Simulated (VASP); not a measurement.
Crystal: CsLi3.

```
Cs Li
1.0
     4.30814    0.00000    0.00000
     0.00000    4.30814    0.00000
     0.00000    0.00000    4.30814
Cs Li
1 3
Direct
  0.00000 0.00000 0.00000
  0.00000 0.50000 0.50000
  0.50000 0.00000 0.50000
  0.50000 0.50000 0.00000
```

| Property | Result |
| --- | --- |
| Program | VASP 6.6.1 |
| Task | relaxation of cell and atoms |
| Functional | PBE |
| Potentials or basis | VASP PAW PBE potentials, release 64 (Cs_sv, Li_sv) |
| Cutoff | 600 eV |
| k mesh | 4 × 4 × 4 |
| Occupations | gaussian, width 0.1 eV |
| Spin | no spin polarisation |

At the start: pressure 11.4 GPa; volume 19.99 Å³/atom.

Problem. Where does the relaxation end?

Solution. Over 3 steps the energy falls by 383.5 meV/atom and the volume is 33.50 Å³/atom (+67.6 %); space group Pm-3m (No. 221, to 0.05 Å).

The path:
| step | energy change (eV) | largest force (eV/Å) | pressure (GPa) | volume (Å³) |
| --- | --- | --- | --- | --- |
| 1 | 0.0000 | 0.0000 | 11.35 | 79.96 |
| 2 | -0.9240 | 0.0000 | 5.92 | 97.49 |
| 3 | -1.5341 | 0.0000 | 0.18 | 134.01 |

Final structure:
```xyz
4
Lattice="5.1174 0.0000 0.0000 0.0000 5.1174 0.0000 0.0000 0.0000 5.1174" Properties=species:S:1:pos:R:3 pbc="T T T"
Cs    0.0000    0.0000    0.0000
Li    0.0000    2.5587    2.5587
Li    2.5587    0.0000    2.5587
Li    2.5587    2.5587    0.0000
```

Caveat: the k points lie up to 0.31 Å⁻¹ apart in the final cell; the cutoff is under 1.25 times the usual one of these potentials, so pressure, stress and relaxed cells hold a basis-set (Pulay) error; the volume moved by over 15 % at a fixed basis, so the end points are rough.
